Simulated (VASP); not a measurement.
Write the native input for VASP 6.6.1 that does the following.

- Task: single point
- Functional: PBEsol
- Dispersion: D3(BJ)
- Potentials or basis: VASP PAW PBE potentials, release 64 (W_sv, S)
- Cutoff: 520 eV
- k mesh: 12 × 12 × 2
- Occupations: gaussian, width 0.05 eV
- Spin: no spin polarisation
- Dipole correction: no
- Further INCAR settings: ALGO = Normal; EDIFF = 1e-07; NBANDS = 20

The structure of WS2 lies in POSCAR:

```
WS2
1.0
    3.1239380587      0.0000000000      0.0000000000
   -1.5619690294      2.7054097187      0.0000000000
    0.0000000000      0.0000000000     16.9375357456
W S
1 2
Direct
    0.3333333333      0.6666666667      0.0004036076
    0.6472040529      0.3333333333      0.9059939784
    0.6861292805      0.3333333333      0.0916916354
```

This cell differs from its parent crystal: mode 4 frozen in at -0.061 Å and mode 9 at -0.020 Å (largest displacements).

One way to write it, as run:

INCAR

```
SYSTEM = WS2
  PREC = Accurate
  ENCUT = 520
  EDIFF = 1E-7
  ISMEAR = 0
  SIGMA = 0.05
  LREAL = .False.
  LASPH = .True.
  NELM = 100
  ALGO = Normal
  ISIF = 2
  LWAVE = .False.
  LCHARG = .False.
  GGA = PS
  IVDW = 12
  NBANDS = 20
```

KPOINTS

```
Automatic mesh
0
Gamma
  12 12 2
  0 0 0
```

Potentials or basis: VASP PAW PBE potentials, release 64 (W_sv, S).

Command:

```bash
$ cat potpaw_PBE.64/W_sv/POTCAR potpaw_PBE.64/S/POTCAR > POTCAR
$ mpirun -np 1 vasp_std > vasp.out
```

Results of the run:

The largest force is 0.916 eV/Å. The band gap on the k mesh is 1.97 eV, indirect (least direct gap 2.03 eV) and the dispersion energy per atom is -0.253 eV.

Caveat: the cell differs from its parent crystal (mode 4 frozen in at -0.061 Å and mode 9 at -0.020 Å (largest displacements)); the PAW data sets were made with another functional, which shifts forces and pressure a little; spin-orbit coupling is left out, which moves the levels of the heavy elements.

Wall time 4.1 min on 1 thread of Intel(R) Xeon(R) 6975P-C (Granite Rapids) (shared host), peak memory 0.53 GiB.
